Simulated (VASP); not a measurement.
Al, 4 atoms in the cell. Symmetry: C222_1, No. 20, orthorhombic system. The conventional cell has a = 2.890 Å, b = 5.005 Å, c = 9.241 Å, α = 90.00°, β = 90.00°, γ = 90.00°. Within 3.7 Å of Al (site symmetry 2) lie 12 Al at 2.79 to 2.91 Å. Within 3.7 Å of Al (site symmetry 2) lie 12 Al at 2.79 to 2.91 Å. 

- Program: VASP 6.6.1
- Task: single point
- Functional: PBE
- Dispersion: D3(BJ)
- Potentials or basis: VASP PAW PBE potentials, release 64 (Al)
- Cutoff: 520 eV
- k mesh: 18 × 18 × 4
- Occupations: gaussian, width 0.15 eV
- Spin: no spin polarisation
- Dipole correction: no
- Further INCAR settings: ALGO = Fast; EDIFF = 1e-06; NBANDS = 14

Potentials or basis: VASP PAW PBE potentials, release 64 (Al).

Launch:

```sh
$ cat potpaw_PBE.64/Al/POTCAR > POTCAR
$ mpirun -np 1 vasp_std > vasp.out
```

Hardware: 1 thread of Intel(R) Xeon(R) Platinum 8488C (Sapphire Rapids), on a shared host.

**Question.** Estimate the wall time of this run.

**Answer.** It took 2.7 min on 1 thread of Intel(R) Xeon(R) Platinum 8488C (Sapphire Rapids), on a shared host, peak memory 0.33 GiB. Counts: scf iterations 13, k points 273.
